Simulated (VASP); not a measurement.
Mo:

```xyz
1
Lattice="2.7355 0.0000 0.0000 -1.3678 2.3690 0.0000 0.0000 0.0000 2.5552" Properties=species:S:1:pos:R:3 pbc="T T T"
Mo    0.0000    0.0000    1.2776
```

| Item | Value |
| --- | --- |
| Program | VASP 6.6.1 |
| Task | relaxation of cell and atoms |
| Functional | PBEsol |
| Potentials or basis | VASP PAW PBE potentials, release 64 (Mo_sv) |
| Cutoff | 600 eV |
| k mesh | 18 × 18 × 17 |
| Occupations | fermi-dirac, width 0.1 eV |
| Spin | no spin polarisation |

At the start: pressure -3.2 GPa; volume 16.56 Å³/atom.

Problem. Where does the relaxation end?

Solution. Over 8 steps the energy falls by 8.4 meV/atom and the volume is 16.31 Å³/atom (-1.5 %); space group P6/mmm (No. 191, to 0.05 Å).

Step by step:
```
step  energy change (eV)  largest force (eV/Å)  pressure (GPa)  volume (Å³)
   1              0.0000                0.0000           -3.18        16.56
   2              0.0059                0.0000            8.00        15.78
   3             -0.0072                0.0000            1.27        16.22
   4             -0.0076                0.0000           -1.10        16.39
   5             -0.0084                0.0000           -0.06        16.32
   6             -0.0084                0.0000           -0.09        16.32
   7             -0.0084                0.0000            0.09        16.30
   8             -0.0084                0.0000            0.02        16.31
```

Final structure:
```xyz
1
Lattice="2.7442 0.0000 0.0000 -1.3721 2.3766 0.0000 0.0000 0.0000 2.5012" Properties=species:S:1:pos:R:3 pbc="T T T"
Mo    2.7442    0.0000    1.2506
```

Caveat: the PAW data sets were made with another functional, which shifts forces and pressure a little.
